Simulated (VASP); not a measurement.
# Li (P1) in VASP: a series of runs

The runs below take Li through single point, with PBE+D3(BJ).

Everything below comes from runs of VASP 6.6.1. Logs are shortened: lines on timing, memory, paths and dates and some standing lists are left out, and cuts for length are marked.

## 1. The cell of the first run

The typed cell holds 16 atoms: a = 6.980 Å, b = 6.980 Å, c = 6.980 Å, α = 90.00°, β = 90.00°, γ = 90.00°.

## 2. Single point, PBE+D3(BJ)

File INCAR:

```
SYSTEM = Li
PREC = Accurate
ENCUT = 520
EDIFF = 1E-6
ISMEAR = -1
SIGMA = 0.1
LREAL = Auto
LASPH = .TRUE.
NELM = 100
ALGO = Normal
ISIF = 2
LWAVE = .FALSE.
LCHARG = .FALSE.
GGA = PE
IVDW = 12
NBANDS = 38
```

File KPOINTS:

```
Automatic mesh
0
G
  3 3 3
  0 0 0
```

File POSCAR:

```
Li
1.0
    6.9800000000      0.0000000000      0.0000000000
    0.0000000000      6.9800000000      0.0000000000
    0.0000000000      0.0000000000      6.9800000000
Li
16
Direct
   -0.0288681948      0.0185243553     -0.0239971347
    0.5569914040      0.0493982808     -0.0095558739
   -0.0180229226      0.4371489971      0.0098424069
   -0.0069770774      0.0221919771      0.5293839542
    0.2362320917      0.2377077364      0.2531088825
    0.4874928367      0.5038538682      0.0140114613
    0.4920773639     -0.0167765043      0.5077507163
    0.7672492837      0.2524641834      0.2292550143
   -0.0047851003      0.4906446991      0.4693839542
    0.1844985673      0.7757163324      0.2375358166
    0.2519340974      0.2326504298      0.7458452722
    0.5056446991      0.5126074499      0.5067621777
    0.7472349570      0.7540687679      0.2128796562
    0.7645558739      0.2566905444      0.7355587393
    0.1968911175      0.7862750716      0.7189684814
    0.7635816619      0.7383524355      0.7537249284
```

Potentials or basis: VASP PAW PBE potentials, release 64 (Li_sv).

The run is started by

```sh
cat potpaw_PBE.64/Li_sv/POTCAR > POTCAR
mpirun -np 1 vasp_std > vasp.out
```

OUTCAR:

```text
SYSTEM = Li
   PREC = Accurate
   ENCUT = 520
   EDIFF = 1E-6
   ISMEAR = -1
   LREAL = Auto
   LASPH = .TRUE.
   NELM = 100
   ISIF = 2
   GGA = PE
   IVDW = 12
 IVDW          = 12

 ion  position               nearest neighbor table
   1  0.971  0.019  0.976-
   2  0.557  0.049  0.990-
   3  0.982  0.437  0.010-   8 2.50
   4  0.993  0.022  0.529-  15 2.55
   5  0.236  0.238  0.253-
   6  0.487  0.504  0.014-
   7  0.492  0.983  0.508-
   8  0.767  0.252  0.229-   3 2.50
   9  0.995  0.491  0.469-
  10  0.184  0.776  0.238-
  11  0.252  0.233  0.746-
  12  0.506  0.513  0.507-
  13  0.747  0.754  0.213-
  14  0.765  0.257  0.736-
  15  0.197  0.786  0.719-   4 2.55
  16  0.764  0.738  0.754-

  LATTYP: Found a simple cubic cell.
 ALAT       =     6.9800000000

  Lattice vectors:

 A1 = (   6.9800000000,   0.0000000000,   0.0000000000)
 A2 = (   0.0000000000,   6.9800000000,   0.0000000000)
 A3 = (   0.0000000000,   0.0000000000,   6.9800000000)

Analysis of symmetry for initial positions (statically):
=====================================================================
 Subroutine PRICEL returns:
 Original cell was already a primitive cell.

 Routine SETGRP: Setting up the symmetry group for a
 simple cubic supercell.

 Subroutine GETGRP returns: Found  1 space group operations
 (whereof  1 operations were pure point group operations)
 out of a pool of 48 trial point group operations.

The static configuration has the point symmetry C_1 .

Analysis of symmetry for dynamics (positions and initial velocities):
=====================================================================
 Subroutine PRICEL returns:
 Original cell was already a primitive cell.

 Routine SETGRP: Setting up the symmetry group for a
 simple cubic supercell.

 Subroutine GETGRP returns: Found  1 space group operations
 (whereof  1 operations were pure point group operations)
 out of a pool of 48 trial point group operations.

The dynamic configuration has the point symmetry C_1 .

 Subroutine INISYM returns: Found  1 space group operations
 (whereof  1 operations are pure point group operations),
 and found     1 'primitive' translations

----------------------------------------------------------------------------------------

                                     Primitive cell

  volume of cell :     340.0684

  direct lattice vectors                    reciprocal lattice vectors
     6.980000000  0.000000000  0.000000000     0.143266476  0.000000000  0.000000000
     0.000000000  6.980000000  0.000000000     0.000000000  0.143266476  0.000000000
     0.000000000  0.000000000  6.980000000     0.000000000  0.000000000  0.143266476

  length of vectors
     6.980000000  6.980000000  6.980000000     0.143266476  0.143266476  0.143266476

  position of ions in fractional coordinates (direct lattice)
     0.971131805  0.018524355  0.976002865
     0.556991404  0.049398281  0.990444126
     0.981977077  0.437148997  0.009842407
     0.993022923  0.022191977  0.529383954
     0.236232092  0.237707736  0.253108883
     0.487492837  0.503853868  0.014011461
[... 8 lines left out ...]
     0.196891118  0.786275072  0.718968481
     0.763581662  0.738352435  0.753724928

  ion indices of the primitive-cell ions
   primitive index   ion index
                 1           1
                 2           2
                 3           3
                 4           4
                 5           5
                 6           6
[... 8 lines left out ...]
                15          15
                16          16

----------------------------------------------------------------------------------------

 KPOINTS: Automatic mesh

Automatic generation of k-mesh.
 Grid dimensions read from file:
 generate k-points for:    3    3    3

 Generating k-lattice:

  Cartesian coordinates                     Fractional coordinates (reciprocal lattice)
     0.047755492  0.000000000  0.000000000     0.333333333  0.000000000  0.000000000
     0.000000000  0.047755492  0.000000000     0.000000000  0.333333333  0.000000000
     0.000000000  0.000000000  0.047755492     0.000000000  0.000000000  0.333333333

  Length of vectors
     0.047755492  0.047755492  0.047755492

  Shift w.r.t. Gamma in fractional coordinates (k-lattice)
     0.000000000  0.000000000  0.000000000

 Subroutine IBZKPT returns following result:
 ===========================================

 Found     14 irreducible k-points:

 Following reciprocal coordinates:
            Coordinates               Weight
  0.000000  0.000000  0.000000      1.000000
  0.333333  0.000000  0.000000      2.000000
  0.000000  0.333333  0.000000      2.000000
  0.000000  0.000000  0.333333      2.000000
  0.333333  0.333333  0.000000      2.000000
  0.000000  0.333333  0.333333      2.000000
  0.333333  0.000000  0.333333      2.000000
 -0.333333  0.333333  0.000000      2.000000
 -0.333333  0.000000  0.333333      2.000000
  0.000000 -0.333333  0.333333      2.000000
  0.333333  0.333333  0.333333      2.000000
 -0.333333  0.333333  0.333333      2.000000
 -0.333333 -0.333333  0.333333      2.000000
  0.333333 -0.333333  0.333333      2.000000
   k-points           NKPTS =     14   k-points in BZ     NKDIM =     14   number of bands    NBANDS=     38
   number of dos      NEDOS =    301   number of ions     NIONS =     16
   total plane-waves  NPLWV = 157464
   dimension x,y,z NGX =    54 NGY =   54 NGZ =   54
   dimension x,y,z NGXF=   108 NGYF=  108 NGZF=  108
   ions per type =              16
   NGX,Y,Z   is equivalent  to a cutoff of  12.86, 12.86, 12.86 a.u.
   NGXF,Y,Z  is equivalent  to a cutoff of  25.72, 25.72, 25.72 a.u.
 SYSTEM =  Li
   PREC   = accura    normal or accurate (medium, high low for compatibility)
   ISTART =      0    job   : 0-new  1-cont  2-samecut
   ICHARG =      2    charge: 1-file 2-atom 10-const
   ISPIN  =      1    spin polarized calculation?
   LNONCOLLINEAR =      F non collinear calculations
   LSORBIT =      F    spin-orbit coupling
   LASPH  =      T    aspherical Exc in radial PAW
   ENCUT  =  520.0 eV  38.22 Ry    6.18 a.u.  12.98 12.98 12.98*2*pi/ulx,y,z
   NELM   =    100;   NELMIN=  2; NELMDL= -5     # of ELM steps
   EDIFF  = 0.1E-05   stopping-criterion for ELM
   LREAL  =      T    real-space projection
   EDIFFG = 0.1E-04   stopping-criterion for IOM
   NSW    =      0    number of steps for IOM
   IBRION =     -1    ionic relax: 0-MD 1-quasi-New 2-CG
   NFREE  =      0    steps in history (QN), initial steepest desc. (CG)
   ISIF   =      2    stress and relaxation
   ISYM   =      2    0-nonsym 1-usesym 2-fastsym
   POTIM  = 0.5000    time-step for ionic-motion
   TEBEG  =    0.0;   TEEND  =   0.0 temperature during run
   PSTRESS=    0.0 pullay stress
   NELECT =      48.0000    total number of electrons
   NUPDOWN=      -1.0000    fix difference up-down
   EMIN   =  10.00;   EMAX   =-10.00  energy-range for DOS
   EFERMI =   0.00;   METHOD = LEGACY
   ISMEAR =    -1;   SIGMA  =   0.10  broadening in eV -4-tet -1-fermi 0-gaus
   EFERMI_NEDOS =   21; number of points for ismear=-14 and -15
   IALGO  =     38    algorithm
   IMIX   =      4    mixing-type and parameters
     AMIX     =   0.40;   BMIX     =  1.00
     AMIX_MAG =   1.60;   BMIX_MAG =  1.00
  volume/ion in A,a.u.               =      21.25       143.43
  Fermi-wavevector in a.u.,A,eV,Ry     =   0.852380  1.610764  9.885331  0.726551
  Thomas-Fermi vector in A             =   1.968659
   LORBIT       =      0    0 simple, 1 ext, 2 COOP (PROOUT), +10 PAW based schemes
   GGA     = PE    functional components
   LHFCALC =     F    Hartree Fock is set to
   AEXX    =    0.0000 exact exchange contribution
   IVDW    =    12    specifies the selected vdW correction
   LEPSILON=     F    determine dielectric tensor
   LRPA    =     F    only Hartree local field effects (RPA)
 non-spin polarized calculation
  energy-cutoff  :      520.00
  volume of cell :      340.07
 maximum number of plane-waves:      9180
 NGX is ok and might be reduce to    54
   NGX = 25   NGY = 25   NGZ = 25

 number of electron      48.0000007 magnetization

 Free energy of the ion-electron system (eV)
  ---------------------------------------------------
  ext. energy  EPLUGINS =         0.00000000
  ---------------------------------------------------
  free energy    TOTEN  =       -29.88393041 eV

  energy without entropy =      -29.59522432  energy(sigma->0) =      -29.73957737

 E-fermi :   0.4452     XC(G=0):  -6.9109

 val. band max:        0.4441402818   @ k =   0.3333   0.0000   0.3333
 cond. band min:       0.4482349418   @ k =  -0.3333   0.0000   0.3333
 fundamental gap:      0.0040946600
 Fermi energy:         0.4452011564

 k-point     1 :       0.0000    0.0000    0.0000
  band No.  band energies     occupation
      1     -46.3013      2.00000
      2     -46.2994      2.00000
      3     -46.2832      2.00000
      4     -46.2457      2.00000
      5     -46.2261      2.00000
      6     -46.1713      2.00000
[... 28 lines left out ...]
     35       3.5558      0.00000
     36       3.6530      0.00000

 k-point     2 :       0.3333    0.0000    0.0000
  band No.  band energies     occupation
      1     -46.3013      2.00000
      2     -46.2994      2.00000
      3     -46.2832      2.00000
      4     -46.2457      2.00000
      5     -46.2261      2.00000
      6     -46.1713      2.00000
[... 28 lines left out ...]
     35       3.6877      0.00000
     36       3.8244      0.00000

 k-point     3 :       0.0000    0.3333    0.0000
  band No.  band energies     occupation
      1     -46.3013      2.00000
      2     -46.2994      2.00000
      3     -46.2832      2.00000
      4     -46.2457      2.00000
      5     -46.2261      2.00000
      6     -46.1713      2.00000
[... 28 lines left out ...]
     35       3.7271      0.00000
     36       3.7533      0.00000
[... 352 lines left out ...]
 k-point    13 :      -0.3333   -0.3333    0.3333
  band No.  band energies     occupation
      1     -46.3013      2.00000
      2     -46.2994      2.00000
      3     -46.2832      2.00000
      4     -46.2457      2.00000
      5     -46.2261      2.00000
      6     -46.1713      2.00000
[... 28 lines left out ...]
     35       3.6585      0.00000
     36       3.7745      0.00000

 k-point    14 :       0.3333   -0.3333    0.3333
  band No.  band energies     occupation
      1     -46.3013      2.00000
      2     -46.2994      2.00000
      3     -46.2832      2.00000
      4     -46.2457      2.00000
      5     -46.2261      2.00000
      6     -46.1713      2.00000
[... 28 lines left out ...]
     35       3.6439      0.00000
     36       3.7664      0.00000
 [bands above 36 left out]

------------------------ aborting loop because EDIFF is reached ----------------------------------------

 Edisp (eV)   -2.58193

 E8    (eV) :    -1.0775

  FORCE on cell =-STRESS in cart. coord.  units (eV):
  Direction    XX          YY          ZZ          XY          YZ          ZX
  --------------------------------------------------------------------------------------
  -------------------------------------------------------------------------------------
  Total      -2.87732    -2.80328    -2.94530     0.21473    -0.17763     0.06163
  in kB     -13.55603   -13.20721   -13.87630     1.01168    -0.83687     0.29038
  external pressure =      -13.55 kB  Pullay stress =        0.00 kB

 VOLUME and BASIS-vectors are now :
 -----------------------------------------------------------------------------
  energy-cutoff  :      520.00
  volume of cell :      340.07
      direct lattice vectors                 reciprocal lattice vectors
     6.980000000  0.000000000  0.000000000     0.143266476  0.000000000  0.000000000
     0.000000000  6.980000000  0.000000000     0.000000000  0.143266476  0.000000000
     0.000000000  0.000000000  6.980000000     0.000000000  0.000000000  0.143266476

 POSITION                                       TOTAL-FORCE (eV/Angst)
 -----------------------------------------------------------------------------------
      6.77850      0.12930      6.81250         0.235373     -0.100023      0.086687
      3.88780      0.34480      6.91330        -0.547714     -0.303784     -0.113716
      6.85420      3.05130      0.06870         0.241893      0.557324     -0.318522
      6.93130      0.15490      3.69510        -0.316779      0.035138     -0.497861
      1.64890      1.65920      1.76670         0.205968     -0.114596      0.043715
      3.40270      3.51690      0.09780        -0.106243      0.042810     -0.126679
[... 8 lines left out ...]
      1.37430      5.48820      5.01840         0.377268     -0.462243      0.372985
      5.32980      5.15370      5.26100        -0.050092     -0.048322      0.027293
 -----------------------------------------------------------------------------------
    total drift:                               -0.000431      0.006302     -0.003213

  FREE ENERGIE OF THE ION-ELECTRON SYSTEM (eV)
  ---------------------------------------------------
  free  energy   TOTEN  =       -32.4658607383 eV

  energy  without entropy=      -32.1771546473  energy(sigma->0) =      -32.32150769
```

Run time: 2.7 min. Hardware: 1 thread of Intel Xeon 6975P-C (Granite Rapids), shared host; peak memory 0.4 GiB.

Results:

- Free energy: -32.4659 eV
- Largest force: 0.704 eV/Å
- Band gap on the k mesh: zero (bands 24 and 25 overlap by 0.46 eV)
- Dispersion energy per atom: -0.161 eV

Forces in eV/Å, atoms in the order of the input:
```
Li   0.235 -0.100  0.087
Li  -0.548 -0.304 -0.114
Li   0.242  0.557 -0.319
Li  -0.317  0.035 -0.498
Li   0.206 -0.115  0.044
Li  -0.106  0.043 -0.127
Li   0.157  0.034 -0.159
Li  -0.288 -0.071  0.549
Li   0.044  0.114  0.168
Li   0.306 -0.035 -0.064
Li   0.070  0.224  0.050
Li  -0.152 -0.058 -0.157
Li   0.061 -0.009  0.273
Li  -0.239  0.194 -0.136
Li   0.377 -0.462  0.373
Li  -0.050 -0.048  0.027
```

Levels at points of the mesh, in eV from the Fermi level:
| k point | band 20 | band 21 | band 22 | band 23 | band 24 | band 25 | band 26 | band 27 | band 28 | band 29 |
| --- | --- | --- | --- | --- | --- | --- | --- | --- | --- | --- |
| (0.00, 0.00, 0.00) | -1.11 | -1.09 | -1.00 | -0.94 | 0.26 | 0.29 | 0.32 | 0.35 | 0.36 | 0.37 |

Caveat: the cutoff is under 1.25 times the usual one of these potentials, so pressure, stress and relaxed cells hold a basis-set (Pulay) error.

## 3. Single point, PBE+D3(BJ)

File INCAR:

```
PREC = Accurate
ENCUT = 520
EDIFF = 1E-6
ISMEAR = -1
SIGMA = 0.1
LREAL = Auto
LASPH = True
NELM = 80
ALGO = Normal
ISIF = 2
LWAVE = False
LCHARG = True
GGA = PE
IVDW = 12
LELF = True
LVHAR = True
NBANDS = 38
```

File KPOINTS:

```
Automatic mesh
0
Gamma
  3 3 3
```

File POSCAR:

```
Li
1.0
    6.9800000000      0.0000000000      0.0000000000
    0.0000000000      6.9800000000      0.0000000000
    0.0000000000      0.0000000000      6.9800000000
Li
16
Direct
   -0.0344412607      0.0524785100     -0.0424068768
    0.5829656160      0.0754297994     -0.0540830946
   -0.0455444126      0.4444269341     -0.0054727794
   -0.0456017192      0.0293409742      0.5427077364
    0.2408595989      0.2245702006      0.2501289398
    0.4484527221      0.5069197708     -0.0040114613
    0.4836532951     -0.0375071633      0.5216045845
    0.7666618911      0.2730372493      0.2460458453
   -0.0057449857      0.4817908309      0.4831518625
    0.1329512894      0.7900429799      0.2389971347
    0.2600859599      0.2261891117      0.7639971347
    0.5113753582      0.5141690544      0.5086389685
    0.7577793696      0.7616475645      0.2086246418
    0.7704011461      0.2684813754      0.7274212034
    0.1873495702      0.7707163324      0.7265329513
    0.7902578797      0.7344985673      0.7610028653
```

Potentials or basis: VASP PAW PBE potentials, release 64 (Li_sv).

The run is started by

```sh
cat potpaw_PBE.64/Li_sv/POTCAR > POTCAR
mpirun -np 1 vasp_std > vasp.out
```

Run time: 2.6 min. Hardware: 1 thread of Intel Xeon 6975P-C (Granite Rapids), shared host; peak memory 0.4 GiB.

The run converged. Its results:

```
Free energy                : -31.9463 eV
Largest force              : 0.839 eV/Å
Band gap on the k mesh     : zero (bands 24 and 25 overlap by 0.36 eV)
Dispersion energy per atom : -0.162 eV
```

Forces on the atoms (eV/Å):
```
Li   0.395 -0.395  0.355
Li  -0.581 -0.489  0.358
Li   0.454  0.496 -0.047
Li   0.078 -0.160 -0.540
Li   0.080 -0.028  0.047
Li   0.136  0.194  0.062
Li   0.182  0.106 -0.202
Li  -0.421 -0.250  0.263
Li   0.263  0.185  0.049
Li   0.553 -0.090 -0.058
Li  -0.118  0.201 -0.256
Li  -0.144 -0.039 -0.098
Li  -0.353  0.000  0.166
Li  -0.457  0.509 -0.348
Li   0.288 -0.195  0.260
Li  -0.355 -0.046 -0.010
```

Levels at points of the mesh, in eV from the Fermi level:
| k point | band 22 | band 23 | band 24 | band 25 | band 26 | band 27 |
| --- | --- | --- | --- | --- | --- | --- |
| (0.00, 0.00, 0.00) | -1.02 | -0.97 | 0.20 | 0.30 | 0.39 | 0.41 |

Caveat: the cutoff is under 1.25 times the usual one of these potentials, so pressure, stress and relaxed cells hold a basis-set (Pulay) error.

## 4. Single point, PBE+D3(BJ)

File INCAR:

```
SYSTEM = Li
PREC = Accurate
ENCUT = 520
EDIFF = 1E-7
ISMEAR = -1
SIGMA = 0.1
LREAL = Auto
LASPH = .TRUE.
NELM = 60
ALGO = Normal
ISIF = 2
LWAVE = .FALSE.
LCHARG = .TRUE.
GGA = PE
IVDW = 12
LELF = .TRUE.
LVHAR = .TRUE.
NBANDS = 38
```

File KPOINTS:

```
Automatic mesh
0
G
  3 3 3
  0 0 0
```

File POSCAR:

```
Li
1.0
    6.9800000000      0.0000000000      0.0000000000
    0.0000000000      6.9800000000      0.0000000000
    0.0000000000      0.0000000000      6.9800000000
Li
16
Direct
   -0.0155157593      0.0663323782     -0.0264756447
    0.5536962751      0.0836962751     -0.0780945559
   -0.0506017192      0.4704297994      0.0028653295
   -0.0789398281      0.0209598854      0.4829083095
    0.2359169054      0.1996131805      0.2530515759
    0.4265616046      0.4940544413     -0.0301289398
    0.4721346705     -0.0566762178      0.5341547278
    0.7339828080      0.2593696275      0.2871346705
   -0.0131518625      0.4767478510      0.5047994269
    0.1063467049      0.7657306590      0.2170057307
    0.2841117479      0.2124641834      0.7794985673
    0.5017048711      0.4944555874      0.5139684814
    0.7519770774      0.7603581662      0.2243123209
    0.7433810888      0.3007879656      0.6948710602
    0.1736246418      0.7300143266      0.7345845272
    0.7981661891      0.7556876791      0.7612893983
```

The run is started by

```sh
cat potpaw_PBE.64/Li_sv/POTCAR > POTCAR
mpirun -np 1 vasp_std > vasp.out
```

Wall time 3.1 min (1 thread of Intel Xeon 6975P-C (Granite Rapids), shared host); peak memory 0.39 GiB.

The run converged. Its results:

- Free energy: -31.4944 eV
- Largest force: 1.166 eV/Å
- Band gap on the k mesh: zero (bands 24 and 25 overlap by 0.32 eV)
- Dispersion energy per atom: -0.161 eV

Forces on the atoms (eV/Å):
```
Li  -0.164 -0.214 -0.019
Li   0.372 -0.656  0.730
Li   0.093 -0.197 -0.019
Li   0.379 -0.177  0.328
Li   0.178  0.167  0.115
Li   0.283  0.398  0.328
Li   0.070  0.037 -0.274
Li  -0.355 -0.003 -0.586
Li   0.436  0.153 -0.305
Li   0.886  0.002  0.055
Li  -0.854  0.260 -0.750
Li  -0.387  0.284 -0.185
Li  -0.685 -0.043  0.005
Li  -0.063 -0.187  0.428
Li   0.343  0.212  0.134
Li  -0.534 -0.036  0.014
```

Levels at points of the mesh, in eV from the Fermi level:
| k point | band 20 | band 21 | band 22 | band 23 | band 24 | band 25 | band 26 | band 27 | band 28 | band 29 |
| --- | --- | --- | --- | --- | --- | --- | --- | --- | --- | --- |
| (0.00, 0.00, 0.00) | -1.14 | -1.10 | -1.00 | -0.89 | 0.17 | 0.36 | 0.40 | 0.43 | 0.47 | 0.53 |

Caveat: the cutoff is under 1.25 times the usual one of these potentials, so pressure, stress and relaxed cells hold a basis-set (Pulay) error; forces of over 1 eV/Å act on the atoms, so gaps and moduli don't describe the material at rest.

(Part 1 of 2 ends here.)

The gap in the log of VASP goes by the Fermi energy; the results here count the filled bands.